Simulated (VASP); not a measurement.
Write the native input for VASP 6.6.1 that does the following.

```
Task                   : single point
Functional             : PBE
Dispersion             : D3(BJ)
Potentials or basis    : VASP PAW PBE potentials, release 64 (Mg, H)
Cutoff                 : 520 eV
k mesh                 : 3 × 2 × 3
Occupations            : gaussian, width 0.15 eV
Spin                   : no spin polarisation
Dipole correction      : no
Further INCAR settings : ALGO = Normal; EDIFF = 1e-06; NBANDS = 24
```

The structure of Mg12H (a cell with a defect) lies in POSCAR:

```
Mg12H
1.0
    6.4200000000      0.0000000000      0.0000000000
   -4.8150000000      8.3398250000      0.0000000000
    0.0000000000      0.0000000000      5.2130400000
Mg H
12 1
Direct
   -0.0005317715     -0.0001759030     -0.0018923699
    0.1617201524      0.2202304005      0.4985146862
    0.0001612487      0.3331458394     -0.0019036877
    0.1713870466      0.5465891670      0.5015793088
    0.0010094448      0.6675251579      0.0069811473
    0.1746585947      0.9024305666      0.5006382073
    0.5007410846     -0.0004010876     -0.0020189755
    0.6701510810      0.2239183676      0.4971062950
    0.4981400873      0.3323763988     -0.0016032871
    0.6503792827      0.5486085140      0.5016303347
    0.5006743762      0.6674210790     -0.0016566150
    0.6684974132      0.8897620753      0.4979102405
    0.0028628521      0.6684077903      0.4651813529
```

The input as run:

INCAR

```
ALGO = Normal
EDIFF = 1E-6
ENCUT = 520
GGA = PE
ISIF = 2
ISMEAR = 0
IVDW = 12
LASPH = T
LCHARG = F
LREAL = F
LWAVE = F
NBANDS = 24
NELM = 60
PREC = Accurate
SIGMA = 0.15
```

KPOINTS

```
k-points
0
Gamma
  3 2 3
```

Potentials or basis: VASP PAW PBE potentials, release 64 (Mg, H).

Run with:

```bash
$ cat potpaw_PBE.64/Mg/POTCAR potpaw_PBE.64/H/POTCAR > POTCAR
$ mpirun -np 1 vasp_std > vasp.out
```

It gave:

The pressure is -2.2 GPa. The largest force is 0.111 eV/Å and the dispersion energy per atom is -0.267 eV.

Caveat: the k points lie up to 0.40 Å⁻¹ apart.

It took 66 s on 1 thread of Intel(R) Xeon(R) Platinum 8488C (Sapphire Rapids) (shared host), peak memory 0.35 GiB.
